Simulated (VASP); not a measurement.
# CrGe15 (F-43m) in VASP: single point with PBEsol+U

Aim: the single point of CrGe15 with PBEsol+U.

All numbers are computed with VASP 6.6.1; they aren't measurements. Logs are shortened: lines on timing, memory, paths and dates and some standing lists are left out, and cuts for length are marked.

## Step 1: The cell of the first run

Symmetry: F-43m, No. 216, cubic system. Conventional cell: a = 11.315 Å, b = 11.315 Å, c = 11.315 Å, α = 90.00°, β = 90.00°, γ = 90.00°. Cr (site symmetry -43m) has 4 Ge at 2.49 Å within 3.3 Å. Within 3.2 Å of Ge (site symmetry 2mm) lie 4 Ge at 2.43 to 2.45 Å. Ge (site symmetry -43m) has 4 Ge at 2.45 Å within 3.2 Å. Ge (site symmetry 3m) has 3 Ge at 2.43 Å and 1 Cr at 2.49 Å within 3.2 Å. Ge (site symmetry 3m) has 4 Ge at 2.45 Å within 3.2 Å.

## Step 2: Single point, PBEsol+U, collinear spin, ferromagnetic start

Input file INCAR:

```
SYSTEM = CrGe15
PREC     = Accurate       ! precision mode
ENCUT    = 520            ! plane-wave cutoff, eV
EDIFF    = 1E-6           ! SCF threshold, eV
ISMEAR   = 0              ! smearing method
SIGMA    = 0.05           ! smearing width, eV
LREAL    = Auto         
LASPH    = .TRUE.         ! aspherical terms in the spheres
NELM     = 150            ! most SCF steps
ALGO     = Fast           ! electronic algorithm
ISIF     = 2              ! what is computed and relaxed
LWAVE    = .FALSE.        ! write WAVECAR
LCHARG   = .FALSE.        ! write CHGCAR
ISPIN    = 2              ! spin polarisation
MAGMOM   = 2 0 0 0 0 0 0 0 0 0 0 0 0 0 0 0 ! initial moments
LORBIT   = 11             ! projections on sites
LMAXMIX  = 4              ! l up to which the mixer works
LDAU     = .TRUE.         ! DFT+U
LDAUTYPE = 2            
LDAUL    = 2 -1           ! shell
LDAUU    = 5 0            ! U, eV
LDAUJ    = 0 0          
LDAUPRINT= 1            
GGA      = PS             ! functional
NBANDS   = 129            ! bands
```

Input file KPOINTS:

```
Automatic mesh
0
G
  3 3 3
  0 0 0
```

Input file POSCAR:

```
CrGe15
1.0
    0.0000000000      5.6575400000      5.6575400000
    5.6575400000      0.0000000000      5.6575400000
    5.6575400000      5.6575400000      0.0000000000
Cr Ge
1 15
Direct
    0.0000000000      1.0000000000      1.0000000000
    0.0006439391      0.0006439391      0.4993560609
    0.0006439391      0.4993560609      0.0006439391
    0.0006439391      0.4993560609      0.4993560609
    0.4993560609      0.0006439391      0.0006439391
    0.4993560609      0.0006439391      0.4993560609
    0.4993560609      0.4993560609      0.0006439391
    0.5000000000      0.5000000000      0.5000000000
    0.1271381710      0.1271381710      0.1271381710
    0.1271381710      0.1271381710      0.6185854871
    0.1271381710      0.6185854871      0.1271381710
    0.1250830096      0.6249723301      0.6249723301
    0.6185854871      0.1271381710      0.1271381710
    0.6249723301      0.1250830096      0.6249723301
    0.6249723301      0.6249723301      0.1250830096
    0.6249723301      0.6249723301      0.6249723301
```

Potentials or basis: VASP PAW PBE potentials, release 64 (Cr_pv, Ge_d).

Command:

```sh
$ cat potpaw_PBE.64/Cr_pv/POTCAR potpaw_PBE.64/Ge_d/POTCAR > POTCAR
$ mpirun -np 1 vasp_std > vasp.out
```

OUTCAR:

```text
SYSTEM = CrGe15
   PREC = Accurate
   ENCUT = 520
   EDIFF = 1E-6
   ISMEAR = 0
   LREAL = Auto
   LASPH = .TRUE.
   NELM = 150
   ISIF = 2
   ISPIN = 2
   LORBIT = 11
   GGA = PS

 ion  position               nearest neighbor table
   1  0.000  0.000  0.000-  10 2.49  11 2.49  13 2.49   9 2.49
   2  0.001  0.001  0.499-   9 2.43  10 2.43  12 2.45  14 2.45
   3  0.001  0.499  0.001-   9 2.43  11 2.43  12 2.45  15 2.45
   4  0.001  0.499  0.499-  10 2.43  11 2.43  12 2.45  16 2.45
   5  0.499  0.001  0.001-   9 2.43  13 2.43  14 2.45  15 2.45
   6  0.499  0.001  0.499-  10 2.43  13 2.43  14 2.45  16 2.45
[... 8 lines left out ...]
  15  0.625  0.625  0.125-   8 2.45   7 2.45   3 2.45   5 2.45
  16  0.625  0.625  0.625-   8 2.45   6 2.45   7 2.45   4 2.45

  LATTYP: Found a face centered cubic cell.
 ALAT       =    11.3150800000

  Lattice vectors:

 A1 = (   0.0000000000,   5.6575400000,   5.6575400000)
 A2 = (   5.6575400000,   0.0000000000,   5.6575400000)
 A3 = (   5.6575400000,   5.6575400000,   0.0000000000)

Analysis of symmetry for initial positions (statically):
=====================================================================
 Subroutine PRICEL returns:
 Original cell was already a primitive cell.

 Routine SETGRP: Setting up the symmetry group for a
 face centered cubic supercell.

 Subroutine GETGRP returns: Found 24 space group operations
 (whereof 24 operations were pure point group operations)
 out of a pool of 48 trial point group operations.

The static configuration has the point symmetry T_d .

Analysis of symmetry for dynamics (positions and initial velocities):
=====================================================================
 Subroutine PRICEL returns:
 Original cell was already a primitive cell.

 Routine SETGRP: Setting up the symmetry group for a
 face centered cubic supercell.

 Subroutine GETGRP returns: Found 24 space group operations
 (whereof 24 operations were pure point group operations)
 out of a pool of 48 trial point group operations.

The dynamic configuration has the point symmetry T_d .

Analysis of structural, dynamic, and magnetic symmetry:
=====================================================================
 Subroutine PRICEL returns:
 Original cell was already a primitive cell.

 Routine SETGRP: Setting up the symmetry group for a
 face centered cubic supercell.

 Subroutine GETGRP returns: Found 24 space group operations
 (whereof 24 operations were pure point group operations)
 out of a pool of 48 trial point group operations.

The overall configuration has the point symmetry T_d .

 Subroutine INISYM returns: Found 24 space group operations
 (whereof 24 operations are pure point group operations),
 and found     1 'primitive' translations

----------------------------------------------------------------------------------------

                                     Primitive cell

  volume of cell :     362.1704

  direct lattice vectors                    reciprocal lattice vectors
     0.000000000  5.657540000  5.657540000    -0.088377634  0.088377634  0.088377634
     5.657540000  0.000000000  5.657540000     0.088377634 -0.088377634  0.088377634
     5.657540000  5.657540000  0.000000000     0.088377634  0.088377634 -0.088377634

  length of vectors
     8.000969798  8.000969798  8.000969798     0.153074553  0.153074553  0.153074553

  position of ions in fractional coordinates (direct lattice)
     0.000000000  0.000000000  0.000000000
     0.000643939  0.000643939  0.499356061
     0.000643939  0.499356061  0.000643939
     0.000643939  0.499356061  0.499356061
     0.499356061  0.000643939  0.000643939
     0.499356061  0.000643939  0.499356061
[... 8 lines left out ...]
     0.624972330  0.624972330  0.125083010
     0.624972330  0.624972330  0.624972330

  ion indices of the primitive-cell ions
   primitive index   ion index
                 1           1
                 2           2
                 3           3
                 4           4
                 5           5
                 6           6
[... 8 lines left out ...]
                15          15
                16          16
[... 68 lines left out ...]
   IALGO  =     68    algorithm
   IMIX   =      4    mixing-type and parameters
     AMIX     =   0.40;   BMIX     =  1.00
     AMIX_MAG =   1.60;   BMIX_MAG =  1.00
  volume/ion in A,a.u.               =      22.64       152.75
  Fermi-wavevector in a.u.,A,eV,Ry     =   1.390662  2.627970 26.312854  1.933940
  Thomas-Fermi vector in A             =   2.514575
   LORBIT       =     11    0 simple, 1 ext, 2 COOP (PROOUT), +10 PAW based schemes
 LDA+U is selected, type is set to LDAUTYPE =  2
   angular momentum for each species LDAUL =     2   -1
   U (eV)           for each species LDAUU =   5.0  0.0
   J (eV)           for each species LDAUJ =   0.0  0.0
   GGA     = PS    functional components
   LHFCALC =     F    Hartree Fock is set to
   AEXX    =    0.0000 exact exchange contribution
   IVDW    =     0    specifies the selected vdW correction
   LEPSILON=     F    determine dielectric tensor
   LRPA    =     F    only Hartree local field effects (RPA)
 spin polarized calculation
 RMM-DIIS sequential band-by-band and
 Gauss-broadening in eV      SIGMA  =   0.05
  energy-cutoff  :      520.00
  volume of cell :      362.17
 maximum number of plane-waves:      9765
   NGX = 29   NGY = 29   NGZ = 29

atom =   1  type =  1  l = 2

 onsite density matrix

spin component  1

  0.7964 -0.0000  0.0000 -0.0000  0.0000
 -0.0000  0.7964 -0.0000 -0.0000 -0.0000
  0.0000 -0.0000  0.8757 -0.0000  0.0000
 -0.0000 -0.0000 -0.0000  0.7964  0.0000
  0.0000 -0.0000  0.0000  0.0000  0.8757

spin component  2

  0.0305 -0.0000 -0.0000 -0.0000 -0.0000
 -0.0000  0.0305  0.0000 -0.0000  0.0000
 -0.0000  0.0000  0.0079  0.0000  0.0000
 -0.0000 -0.0000  0.0000  0.0305 -0.0000
 -0.0000  0.0000  0.0000 -0.0000  0.0079

 occupancies and eigenvectors

  o =  0.0079  v =  0.0000  0.0000  0.0000  0.0000  0.0000 -0.0000 -0.0000 -0.9998  0.0000  0.0209      0.0000  0.0000  0.0000  0.0000  0.0000  0.0000  0.0000  0.0000  0.0000  0.0000
  o =  0.0079  v =  0.0000  0.0000  0.0000  0.0000  0.0000 -0.0000 -0.0000  0.0209  0.0000  0.9998      0.0000  0.0000  0.0000  0.0000  0.0000  0.0000  0.0000  0.0000  0.0000  0.0000
  o =  0.0305  v =  0.0000  0.0000  0.0000  0.0000  0.0000 -0.0224  0.3545 -0.0000 -0.9348  0.0000      0.0000  0.0000  0.0000  0.0000  0.0000  0.0000  0.0000  0.0000  0.0000  0.0000
  o =  0.0305  v =  0.0000  0.0000  0.0000  0.0000  0.0000 -0.0959 -0.9315 -0.0000 -0.3509 -0.0000      0.0000  0.0000  0.0000  0.0000  0.0000  0.0000  0.0000  0.0000  0.0000  0.0000
  o =  0.0305  v =  0.0000  0.0000  0.0000  0.0000  0.0000  0.9951 -0.0818 -0.0000 -0.0549 -0.0000      0.0000  0.0000  0.0000  0.0000  0.0000  0.0000  0.0000  0.0000  0.0000  0.0000
  o =  0.7964  v =  1.0000  0.0000  0.0000  0.0000  0.0000  0.0000  0.0000  0.0000  0.0000  0.0000      0.0000  0.0000  0.0000  0.0000  0.0000  0.0000  0.0000  0.0000  0.0000  0.0000
  o =  0.7964  v =  0.0000  0.1294  0.0000 -0.9916  0.0000  0.0000  0.0000  0.0000  0.0000  0.0000      0.0000  0.0000  0.0000  0.0000  0.0000  0.0000  0.0000  0.0000  0.0000  0.0000
  o =  0.7964  v =  0.0000 -0.9916 -0.0000 -0.1294 -0.0000  0.0000  0.0000  0.0000  0.0000  0.0000      0.0000  0.0000  0.0000  0.0000  0.0000  0.0000  0.0000  0.0000  0.0000  0.0000
  o =  0.8757  v =  0.0000  0.0000  0.0202 -0.0000 -0.9998  0.0000  0.0000  0.0000  0.0000  0.0000      0.0000  0.0000  0.0000  0.0000  0.0000  0.0000  0.0000  0.0000  0.0000  0.0000
  o =  0.8757  v =  0.0000 -0.0000  0.9998 -0.0000  0.0202  0.0000  0.0000  0.0000  0.0000  0.0000      0.0000  0.0000  0.0000  0.0000  0.0000  0.0000  0.0000  0.0000  0.0000  0.0000

 number of electron     222.0000120 magnetization       4.8156084

 Free energy of the ion-electron system (eV)
  ---------------------------------------------------
  ext. energy  EPLUGINS =         0.00000000
  ---------------------------------------------------
  free energy    TOTEN  =       -78.78348538 eV

  energy without entropy =      -78.77734530  energy(sigma->0) =      -78.78041534

 E-fermi :   4.6484     XC(G=0): -10.1193

 val. band max:        4.2655018003   @ k =  -0.3333   0.3333   0.0000
 cond. band min:       4.6558666996   @ k =   0.3333   0.3333   0.0000
 fundamental gap:      0.3903648993
 Fermi energy:         4.6484124270

 spin component 1

 k-point     1 :       0.0000    0.0000    0.0000
  band No.  band energies     occupation
      1     -38.5044      1.00000
      2     -38.5044      1.00000
      3     -38.5044      1.00000
      4     -20.0685      1.00000
      5     -20.0685      1.00000
      6     -20.0685      1.00000
[... 493 lines left out ...]
    122       7.8408      0.00000
    123       7.8850      0.00000
 Fermi energy:         4.6484124270

 spin component 2

 k-point     1 :       0.0000    0.0000    0.0000
  band No.  band energies     occupation
      1     -34.5905      1.00000
      2     -34.5905      1.00000
      3     -34.5905      1.00000
      4     -20.0667      1.00000
      5     -20.0667      1.00000
      6     -20.0667      1.00000
[... 493 lines left out ...]
    122       8.1713      0.00000
    123       8.3959      0.00000
 [bands above 123 left out]

------------------------ aborting loop because EDIFF is reached ----------------------------------------

  FORCE on cell =-STRESS in cart. coord.  units (eV):
  Direction    XX          YY          ZZ          XY          YZ          ZX
  --------------------------------------------------------------------------------------
  -------------------------------------------------------------------------------------
  Total        3.7897393      3.7897393      3.7897393      0.0000000      0.0000000      0.0000000
  in kB       16.7651338     16.7651338     16.7651338      0.0000000      0.0000000      0.0000000
  external PRESSURE =      16.7651338 kB  Pullay stress =       0.0000000 kB

 VOLUME and BASIS-vectors are now :
 -----------------------------------------------------------------------------
  energy-cutoff  :      520.00
  volume of cell :      362.17
      direct lattice vectors                 reciprocal lattice vectors
     0.000000000  5.657540000  5.657540000    -0.088377634  0.088377634  0.088377634
     5.657540000  0.000000000  5.657540000     0.088377634 -0.088377634  0.088377634
     5.657540000  5.657540000  0.000000000     0.088377634  0.088377634 -0.088377634

 POSITION                                       TOTAL-FORCE (eV/Angst)
 -----------------------------------------------------------------------------------
      0.00000      0.00000      0.00000        -0.000000     -0.000000     -0.000000
      2.82877      2.82877      0.00729        -0.000000     -0.000000     -0.011941
      2.82877      0.00729      2.82877        -0.000000     -0.011941     -0.000000
      5.65025      2.82877      2.82877         0.011941     -0.000000     -0.000000
      0.00729      2.82877      2.82877        -0.011941     -0.000000     -0.000000
      2.82877      5.65025      2.82877        -0.000000      0.011941     -0.000000
[... 8 lines left out ...]
      4.24347      4.24347      7.07161        -0.003520     -0.003520      0.003520
      7.07161      7.07161      7.07161         0.003520      0.003520      0.003520
 -----------------------------------------------------------------------------------
    total drift:                                0.000004      0.000004      0.000003

  FREE ENERGIE OF THE ION-ELECTRON SYSTEM (eV)
  ---------------------------------------------------
  free  energy   TOTEN  =       -78.7834853758 eV

  energy  without entropy=      -78.7773452967  energy(sigma->0) =      -78.78041534

 total charge

# of ion       s       p       d       tot
------------------------------------------
    1        0.327   6.192   4.225  10.744
    2        1.134   1.250  10.026  12.409
    3        1.134   1.250  10.026  12.409
    4        1.134   1.250  10.026  12.409
    5        1.134   1.250  10.026  12.409
    6        1.134   1.250  10.026  12.409
[... 8 lines left out ...]
   15        1.127   1.252  10.023  12.403
   16        1.127   1.252  10.023  12.403
--------------------------------------------------
tot         17.404  24.904 154.573 196.881

 magnetization (x)

# of ion       s       p       d       tot
------------------------------------------
    1        0.043   0.043   4.015   4.101
    2        0.005   0.010   0.001   0.016
    3        0.005   0.010   0.001   0.016
    4        0.005   0.010   0.001   0.016
    5        0.005   0.010   0.001   0.016
    6        0.005   0.010   0.001   0.016
[... 8 lines left out ...]
   15        0.000   0.008   0.001   0.008
   16        0.000   0.008   0.001   0.008
--------------------------------------------------
tot          0.043   0.155   4.076   4.274
```

Run time: 33 min. Hardware: 1 thread of Oxide Virtual Turin-like, shared host; peak memory 0.77 GiB.

Results:

* Free energy: -78.7835 eV
* Pressure: 1.7 GPa
* Largest force: 0.055 eV/Å
* Net moment: 4.82 μB per cell
* Site moments: Cr +4.10; Ge +0.02, +0.00, +0.01 (each value once) μB
* Valence electrons inside the program's atomic spheres: Cr 10.74; Ge 12.41, 12.40 (each value once)

Forces in eV/Å, atoms in the order of the input:
```
Cr   0.000  0.000  0.000
Ge   0.000  0.000 -0.012
Ge   0.000 -0.012  0.000
Ge   0.012  0.000  0.000
Ge  -0.012  0.000  0.000
Ge   0.000  0.012  0.000
Ge   0.000  0.000  0.012
Ge   0.000  0.000  0.000
Ge   0.032  0.032  0.032
Ge  -0.032 -0.032  0.032
Ge  -0.032  0.032 -0.032
Ge   0.004 -0.004 -0.004
Ge   0.032 -0.032 -0.032
Ge  -0.004  0.004 -0.004
Ge  -0.004 -0.004  0.004
Ge   0.004  0.004  0.004
```

Eigenvalues of the final occupation matrices:
| site | spin | trace | eigenvalues |
| --- | --- | --- | --- |
| site 1 d | 1 | 4.14 | 0.80 0.80 0.80 0.88 0.88 |
| site 1 d | 2 | 0.11 | 0.01 0.01 0.03 0.03 0.03 |

Caveat: the PAW data sets were made with another functional, which shifts forces and pressure a little; the U is typed as a test and isn't derived for this compound. The state reached can hang on the start; a lower one may exist.
